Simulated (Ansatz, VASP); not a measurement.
**Be in VASP and in Ansatz**

```
Be
1.0
    -1.27818    1.25312    1.25312
     1.25312   -1.27818    1.25312
     1.25312    1.25312   -1.27818
Be
1
Direct
  0.00000 0.00000 0.00000
```

Change from the starting cell: equal xy, yz and zx shear strains of -2 %.

Alike in both runs: task single point; functional PBE; k mesh 23 × 23 × 23; occupations fermi-dirac, width 0.03 eV; no spin polarisation.

|  | VASP | Ansatz |
| --- | --- | --- |
| version | VASP 6.6.1 | Ansatz 0.2.0 |
| potentials or method | VASP PAW PBE potentials, release 64 (Be), cutoff 520 eV | all-electron LAPW, scalar-relativistic |

```csv
,VASP,Ansatz,Ansatz less VASP
pressure (GPa),-0.5,-0.7,-0.18
"traceless stress, the component that is largest in VASP (GPa)",4.26,4.25,-0.004
```

Ansatz ran all-electron here, and VASP with PAW potentials.
